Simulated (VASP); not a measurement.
# PtSe2 (P-3m1) in VASP: notebook

Runs on PtSe2. Level: PBEsol. Tasks: single point, relaxation of cell and atoms.

All numbers are computed with VASP 6.6.1; they aren't measurements. Logs are shortened: lines on timing, memory, paths and dates and some standing lists are left out, and cuts for length are marked.

**1. The cell of the first run**

Symmetry: P-3m1, No. 164, trigonal system. The conventional cell has a = 3.756 Å, b = 3.756 Å, c = 4.877 Å, α = 90.00°, β = 90.00°, γ = 120.00°. Within 3.3 Å of Pt (site symmetry -3m) lie 6 Se at 2.51 Å. Within 3.3 Å of Se (site symmetry 3m) lie 3 Pt at 2.51 Å and 3 Se at 3.18 Å.

**2. Single point, PBEsol**

INCAR

```
PREC = Accurate
ENCUT = 520
EDIFF = 1E-7
ISMEAR = -1
SIGMA = 0.03
LREAL = False
LASPH = True
NELM = 80
ALGO = Normal
ISIF = 2
LWAVE = False
LCHARG = True
GGA = PS
LELF = True
LVHAR = True
NBANDS = 18
```

KPOINTS

```
Automatic mesh
0
Gamma
  6 6 4
```

POSCAR

```
PtSe2
1.0
    3.7559384456      0.0000000000      0.0000000000
   -1.8779692228      3.2527381090      0.0000000000
    0.0000000000      0.0000000000      4.8769367212
Pt Se
1 2
Direct
    0.0000000000      0.0000000000      0.0000000000
    0.6666666667      0.3333333333      0.7389752884
    0.3333333333      0.6666666667      0.2610247116
```

Potentials or basis: VASP PAW PBE potentials, release 64 (Pt, Se).

On the command line:

```
> cat potpaw_PBE.64/Pt/POTCAR potpaw_PBE.64/Se/POTCAR > POTCAR
> mpirun -np 1 vasp_std > vasp.out
```

OUTCAR:

```text
PREC = Accurate
   ENCUT = 520
   EDIFF = 1E-7
   ISMEAR = -1
   LREAL = False
   LASPH = True
   NELM = 80
   ISIF = 2
   GGA = PS

 ion  position               nearest neighbor table
   1  0.000  0.000  0.000-   2 2.51   3 2.51   2 2.51   3 2.51   2 2.51   3 2.51
   2  0.667  0.333  0.739-   1 2.51   1 2.51   1 2.51
   3  0.333  0.667  0.261-   1 2.51   1 2.51   1 2.51

  LATTYP: Found a hexagonal cell.
 ALAT       =     3.7559384456
 C/A-ratio  =     1.2984602362

  Lattice vectors:

 A1 = (   3.7559384456,   0.0000000000,   0.0000000000)
 A2 = (  -1.8779692228,   3.2527381090,   0.0000000000)
 A3 = (   0.0000000000,   0.0000000000,   4.8769367212)

Analysis of symmetry for initial positions (statically):
=====================================================================
 Subroutine PRICEL returns:
 Original cell was already a primitive cell.

 Routine SETGRP: Setting up the symmetry group for a
 hexagonal supercell.

 Subroutine GETGRP returns: Found 12 space group operations
 (whereof 12 operations were pure point group operations)
 out of a pool of 24 trial point group operations.

The static configuration has the point symmetry D_3d.

Analysis of symmetry for dynamics (positions and initial velocities):
=====================================================================
 Subroutine PRICEL returns:
 Original cell was already a primitive cell.

 Routine SETGRP: Setting up the symmetry group for a
 hexagonal supercell.

 Subroutine GETGRP returns: Found 12 space group operations
 (whereof 12 operations were pure point group operations)
 out of a pool of 24 trial point group operations.

The dynamic configuration has the point symmetry D_3d.

 Subroutine INISYM returns: Found 12 space group operations
 (whereof 12 operations are pure point group operations),
 and found     1 'primitive' translations

----------------------------------------------------------------------------------------

                                     Primitive cell

  volume of cell :      59.5819

  direct lattice vectors                    reciprocal lattice vectors
     3.755938446  0.000000000  0.000000000     0.266245045  0.153716648  0.000000000
    -1.877969223  3.252738109  0.000000000     0.000000000  0.307433297  0.000000000
     0.000000000  0.000000000  4.876936721     0.000000000  0.000000000  0.205046745

  length of vectors
     3.755938446  3.755938446  4.876936721     0.307433297  0.307433297  0.205046745

  position of ions in fractional coordinates (direct lattice)
     0.000000000  0.000000000  0.000000000
     0.666666667  0.333333333  0.738975288
     0.333333333  0.666666667  0.261024712

  ion indices of the primitive-cell ions
   primitive index   ion index
                 1           1
                 2           2
                 3           3

----------------------------------------------------------------------------------------

 KPOINTS: Automatic mesh

Automatic generation of k-mesh.
 Grid dimensions read from file:
 generate k-points for:    6    6    4

 Generating k-lattice:

  Cartesian coordinates                     Fractional coordinates (reciprocal lattice)
     0.044374174  0.025619441  0.000000000     0.166666667  0.000000000  0.000000000
     0.000000000  0.051238883  0.000000000     0.000000000  0.166666667  0.000000000
     0.000000000  0.000000000  0.051261686     0.000000000  0.000000000  0.250000000

  Length of vectors
     0.051238883  0.051238883  0.051261686

  Shift w.r.t. Gamma in fractional coordinates (k-lattice)
     0.000000000  0.000000000  0.000000000

 Subroutine IBZKPT returns following result:
 ===========================================

 Found     24 irreducible k-points:

 Following reciprocal coordinates:
            Coordinates               Weight
  0.000000  0.000000  0.000000      1.000000
  0.166667  0.000000  0.000000      6.000000
  0.333333  0.000000  0.000000      6.000000
  0.500000  0.000000  0.000000      3.000000
  0.166667  0.166667  0.000000      6.000000
  0.333333  0.166667  0.000000     12.000000
[... 16 lines left out ...]
  0.333333  0.166667  0.500000     12.000000
  0.333333  0.333333  0.500000      2.000000
   k-points           NKPTS =     24   k-points in BZ     NKDIM =     24   number of bands    NBANDS=     18
   number of dos      NEDOS =    301   number of ions     NIONS =      3
   total plane-waves  NPLWV =  28224
   dimension x,y,z NGX =    28 NGY =   28 NGZ =   36
   dimension x,y,z NGXF=    56 NGYF=   56 NGZF=   72
   ions per type =               1   2
   NGX,Y,Z   is equivalent  to a cutoff of  12.39, 12.39, 12.27 a.u.
   NGXF,Y,Z  is equivalent  to a cutoff of  24.79, 24.79, 24.54 a.u.
 SYSTEM =  unknown system
   PREC   = accura    normal or accurate (medium, high low for compatibility)
   ISTART =      0    job   : 0-new  1-cont  2-samecut
   ICHARG =      2    charge: 1-file 2-atom 10-const
   ISPIN  =      1    spin polarized calculation?
   LNONCOLLINEAR =      F non collinear calculations
   LSORBIT =      F    spin-orbit coupling
   LASPH  =      T    aspherical Exc in radial PAW
   ENCUT  =  520.0 eV  38.22 Ry    6.18 a.u.   6.98  6.98  9.07*2*pi/ulx,y,z
   NELM   =     80;   NELMIN=  2; NELMDL= -5     # of ELM steps
   EDIFF  = 0.1E-06   stopping-criterion for ELM
   LREAL  =      F    real-space projection
   EDIFFG = 0.1E-05   stopping-criterion for IOM
   NSW    =      0    number of steps for IOM
   IBRION =     -1    ionic relax: 0-MD 1-quasi-New 2-CG
   NFREE  =      0    steps in history (QN), initial steepest desc. (CG)
   ISIF   =      2    stress and relaxation
   ISYM   =      2    0-nonsym 1-usesym 2-fastsym
   POTIM  = 0.5000    time-step for ionic-motion
   TEBEG  =    0.0;   TEEND  =   0.0 temperature during run
   PSTRESS=    0.0 pullay stress
   NELECT =      22.0000    total number of electrons
   NUPDOWN=      -1.0000    fix difference up-down
   EMIN   =  10.00;   EMAX   =-10.00  energy-range for DOS
   EFERMI =   0.00;   METHOD = LEGACY
   ISMEAR =    -1;   SIGMA  =   0.03  broadening in eV -4-tet -1-fermi 0-gaus
   EFERMI_NEDOS =   21; number of points for ismear=-14 and -15
   IALGO  =     38    algorithm
   IMIX   =      4    mixing-type and parameters
     AMIX     =   0.40;   BMIX     =  1.00
     AMIX_MAG =   1.60;   BMIX_MAG =  1.00
  volume/ion in A,a.u.               =      19.86       134.03
  Fermi-wavevector in a.u.,A,eV,Ry     =   1.174476  2.219438 18.767794  1.379394
  Thomas-Fermi vector in A             =   2.310872
   LORBIT       =      0    0 simple, 1 ext, 2 COOP (PROOUT), +10 PAW based schemes
   GGA     = PS    functional components
   LHFCALC =     F    Hartree Fock is set to
   AEXX    =    0.0000 exact exchange contribution
   IVDW    =     0    specifies the selected vdW correction
   LEPSILON=     F    determine dielectric tensor
   LRPA    =     F    only Hartree local field effects (RPA)
 non-spin polarized calculation
  energy-cutoff  :      520.00
  volume of cell :       59.58
 maximum number of plane-waves:      1632
   NGX = 13   NGY = 13   NGZ = 19

 number of electron      21.9999997 magnetization

 Free energy of the ion-electron system (eV)
  ---------------------------------------------------
  ext. energy  EPLUGINS =         0.00000000
  ---------------------------------------------------
  free energy    TOTEN  =       -15.90962727 eV

  energy without entropy =      -15.90676713  energy(sigma->0) =      -15.90819720

 E-fermi :   6.5571     XC(G=0): -10.9584

 val. band max:        6.5351050329   @ k =   0.0000   0.3333   0.2500
 cond. band min:       6.6819517348   @ k =   0.1667   0.1667   0.5000
 fundamental gap:      0.1468467019
 Fermi energy:         6.5571002947

 k-point     1 :       0.0000    0.0000    0.0000
  band No.  band energies     occupation
      1      -9.1557      2.00000
      2      -6.1005      2.00000
      3      -0.6317      2.00000
      4       0.2348      2.00000
      5       0.2348      2.00000
      6       2.7152      2.00000
[... 10 lines left out ...]
     17      13.7727      0.00000
     18      18.2316      0.00000

 k-point     2 :       0.1667    0.0000    0.0000
  band No.  band energies     occupation
      1      -8.8570      2.00000
      2      -6.2603      2.00000
      3      -0.2661      2.00000
      4       0.4244      2.00000
      5       0.5009      2.00000
      6       2.2007      2.00000
[... 10 lines left out ...]
     17      14.5889      0.00000
     18      15.6255      0.00000

 k-point     3 :       0.3333    0.0000    0.0000
  band No.  band energies     occupation
      1      -8.0867      2.00000
      2      -6.6405      2.00000
      3       0.1474      2.00000
      4       0.7996      2.00000
      5       0.8077      2.00000
      6       1.4765      2.00000
[... 10 lines left out ...]
     17      14.2795      0.00000
     18      15.2109      0.00000

 k-point     4 :       0.5000    0.0000    0.0000
  band No.  band energies     occupation
      1      -7.3381      2.00000
      2      -7.1156      2.00000
      3      -0.6575      2.00000
      4       0.9563      2.00000
      5       1.3508      2.00000
      6       2.6178      2.00000
[... 375 lines left out ...]
      4       0.2264      2.00000
      5       1.1404      2.00000
      6       1.7854      2.00000
[... 10 lines left out ...]
     17      14.7150      0.00000
     18      15.7709      0.00000

 k-point    23 :       0.3333    0.1667    0.5000
  band No.  band energies     occupation
      1      -7.2974      2.00000
      2      -7.0288      2.00000
      3      -0.5932      2.00000
      4       0.1079      2.00000
      5       1.0567      2.00000
      6       1.9249      2.00000
[... 10 lines left out ...]
     17      15.1739      0.00000
     18      16.5030      0.00000

 k-point    24 :       0.3333    0.3333    0.5000
  band No.  band energies     occupation
      1      -7.0580      2.00000
      2      -7.0580      2.00000
      3       0.0791      2.00000
      4       0.0791      2.00000
      5       0.4547      2.00000
      6       2.1614      2.00000
[... 10 lines left out ...]
     17      14.0814      0.00000
     18      16.6631      0.00000

------------------------ aborting loop because EDIFF is reached ----------------------------------------

  FORCE on cell =-STRESS in cart. coord.  units (eV):
  Direction    XX          YY          ZZ          XY          YZ          ZX
  --------------------------------------------------------------------------------------
  -------------------------------------------------------------------------------------
  Total        0.0325307      0.0325307      0.0123062      0.0000000      0.0000000      0.0000000
  in kB        0.8747619      0.8747619      0.3309188      0.0000000      0.0000000      0.0000000
  external PRESSURE =       0.6934808 kB  Pullay stress =       0.0000000 kB

 VOLUME and BASIS-vectors are now :
 -----------------------------------------------------------------------------
  energy-cutoff  :      520.00
  volume of cell :       59.58
      direct lattice vectors                 reciprocal lattice vectors
     3.755938446  0.000000000  0.000000000     0.266245045  0.153716648  0.000000000
    -1.877969223  3.252738109  0.000000000     0.000000000  0.307433297  0.000000000
     0.000000000  0.000000000  4.876936721     0.000000000  0.000000000  0.205046745

 POSITION                                       TOTAL-FORCE (eV/Angst)
 -----------------------------------------------------------------------------------
      0.00000      0.00000      0.00000        -0.000000      0.000000     -0.000000
      1.87797      1.08425      3.60394         0.000000     -0.000000     -0.014287
     -0.00000      2.16849      1.27300        -0.000000      0.000000      0.014287
 -----------------------------------------------------------------------------------
    total drift:                               -0.000000     -0.000000     -0.000000

  FREE ENERGIE OF THE ION-ELECTRON SYSTEM (eV)
  ---------------------------------------------------
  free  energy   TOTEN  =       -15.9096272680 eV

  energy  without entropy=      -15.9067671329  energy(sigma->0) =      -15.90819720
```

It took 17 s on 1 thread of Intel Xeon Platinum 8375C at 2.90GHz (Ice Lake), shared host; peak memory 0.18 GiB.

What came out:

```yaml
Free_energy: -15.9096 eV
Pressure: 0.1 GPa
Largest_force: 0.014 eV/Å
Band_gap_on_the_k_mesh: zero (band 11 reaches 7.28 eV, above the bottom of band 12 at 6.53 eV)
```

Forces on the atoms (eV/Å):
```
Pt   0.000  0.000  0.000
Se   0.000  0.000 -0.014
Se   0.000  0.000  0.014
```

Levels at points of the mesh, in eV from the Fermi level:
| k point | band 9 | band 10 | band 11 | band 12 | band 13 | band 14 |
| --- | --- | --- | --- | --- | --- | --- |
| (0.00, 0.00, 0.00) | -1.02 | -1.02 | 0.72 | 1.20 | 1.20 | 3.28 |
| (0.50, 0.00, 0.00) | -3.35 | -3.29 | -2.92 | 0.54 | 2.49 | 4.92 |
| (0.00, 0.00, 0.50) | -1.68 | -1.64 | -1.64 | 2.35 | 2.35 | 4.86 |
| (0.50, 0.00, 0.50) | -3.10 | -2.68 | -1.17 | 0.73 | 1.48 | 4.76 |

Caveat: the PAW data sets were made with another functional, which shifts forces and pressure a little; spin-orbit coupling is left out, which moves the levels of the heavy elements.

**3. Relaxation of cell and atoms, PBEsol**

This run uses another cell than the first one, of 23.22 Å³/atom, 1.169 times its volume.

INCAR

```
SYSTEM = PtSe2
ALGO     = Normal         ! electronic algorithm
EDIFF    = 1E-6           ! SCF threshold, eV
EDIFFG   = -0.01          ! ionic threshold
ENCUT    = 600            ! plane-wave cutoff, eV
GGA      = PS             ! functional
IBRION   = 2              ! ionic algorithm
ISIF     = 3              ! what is computed and relaxed
ISMEAR   = -1             ! smearing method
LASPH    = .True.         ! aspherical terms in the spheres
LCHARG   = .False.        ! write CHGCAR
LREAL    = .False.        ! projectors in reciprocal space
LWAVE    = .False.        ! write WAVECAR
NELM     = 80             ! most SCF steps
NSW      = 100            ! ionic steps
PREC     = Accurate       ! precision mode
SIGMA    = 0.03           ! smearing width, eV
```

KPOINTS

```
k-points
0
Gamma
  6 6 4
  0 0 0
```

POSCAR

```
PtSe2
1.0
    3.7173065480      0.0000000000      0.0000000000
   -1.8586532740      3.2192819042      0.0000000000
    0.0000000000      0.0000000000      5.8200740200
Pt Se
1 2
Direct
    0.0000000000      0.0000000000      0.0000000000
    0.6666666700      0.3333333300      0.7746118400
    0.3333333300      0.6666666700      0.2253881600
```

Potentials or basis: VASP PAW PBE potentials, release 64 (Pt, Se).

On the command line:

```
> cat potpaw_PBE.64/Pt/POTCAR potpaw_PBE.64/Se/POTCAR > POTCAR
> mpirun -np 1 vasp_std > vasp.out
```

Run time: 6.1 min. Hardware: 1 thread of Intel Xeon Platinum 8375C at 2.90GHz (Ice Lake), shared host; peak memory 0.23 GiB.

It converged, with:

| Property | Result |
| --- | --- |
| Free energy | -15.9102 eV |
| Relaxed volume | 19.86 Å³/atom |
| Relaxed cell | a = 3.757 Å, b = 3.757 Å, c = 4.876 Å, α = 90.00°, β = 90.00°, γ = 120.00° |
| Space group after relaxing (to 0.05 Å) | P-3m1 (No. 164) |
| Energy gained by relaxing | 26.6 meV/atom |
| Ionic steps | 30 |
| Pressure after relaxing | 0.0 GPa |
| Band gap on the k mesh | zero (band 11 reaches 7.28 eV, above the bottom of band 12 at 6.53 eV) |

The path:
```
step  energy change (eV)  largest force (eV/Å)  pressure (GPa)  volume (Å³)
   1              0.0000                0.2129           -1.75        69.65
   2              0.0087                0.4231            3.05        67.12
   3             -0.0069                0.0323            0.06        68.62
   4             -0.0092                0.0617           -0.02        68.52
   5             -0.0123                0.1509           -0.24        68.20
   6             -0.0146                0.1558           -0.20        67.84
   7             -0.0218                0.1746           -0.10        66.78
   8             -0.0366                0.2355            0.27        64.66
   9             -0.0621                0.4150            1.95        60.37
  10              0.2709                0.0006           12.88        51.68
  11             -0.0344                0.7271            3.98        59.80
  12              0.0001                0.6806            6.89        56.13
  13             -0.0292                0.8001            4.74        58.91
  14             -0.0208                0.7836            5.75        57.46
  15             -0.0266                0.8078            5.19        58.24
  16             -0.0267                0.8052            5.19        58.22
  17             -0.0273                0.7972            5.18        58.17
  18             -0.0282                0.7806            5.16        58.05
  19             -0.0296                0.7453            5.15        57.83
  20             -0.0304                0.6675            5.18        57.39
  21             -0.0318                0.6586            5.06        57.43
  22             -0.0361                0.6312            4.71        57.56
  23             -0.0437                0.5755            4.08        57.83
  24             -0.0560                0.4671            2.79        58.37
  25             -0.0689                0.2582            0.41        59.46
  26             -0.0698                0.1866           -0.38        59.84
  27             -0.0707                0.1785           -0.36        59.83
  28             -0.0732                0.1532           -0.31        59.80
  29             -0.0769                0.1024           -0.19        59.73
  30             -0.0799                0.0004            0.00        59.59
```

Final structure:
```
Pt Se
1.0
     3.75678    0.00000    0.00000
    -1.87839    3.25347    0.00000
     0.00000    0.00000    4.87568
Pt Se
1 2
Direct
  0.00000 0.00000 0.00000
  0.66667 0.33333 0.73877
  0.33333 0.66667 0.26123
```

Levels at points of the mesh, in eV from the Fermi level:
```
           k point  band 7  band 8  band 9  band 10  band 11  band 12  band 13  band 14  band 15
(0.00, 0.00, 0.00)   -3.84   -2.47   -1.01    -1.01     0.73     1.19     1.19     3.28     4.06
(0.50, 0.00, 0.00)   -3.82   -3.68   -3.34    -3.28    -2.92     0.54     2.49     4.93     5.97
(0.00, 0.00, 0.50)   -3.88   -2.95   -1.68    -1.64    -1.64     2.35     2.35     4.86     6.57
(0.50, 0.00, 0.50)   -3.39   -3.37   -3.10    -2.68    -1.16     0.72     1.48     4.76     4.81
```

Caveat: the PAW data sets were made with another functional, which shifts forces and pressure a little; spin-orbit coupling is left out, which moves the levels of the heavy elements; this functional lacks dispersion, which binds the layers, so the pressure and a relaxed spacing across them are unreliable.
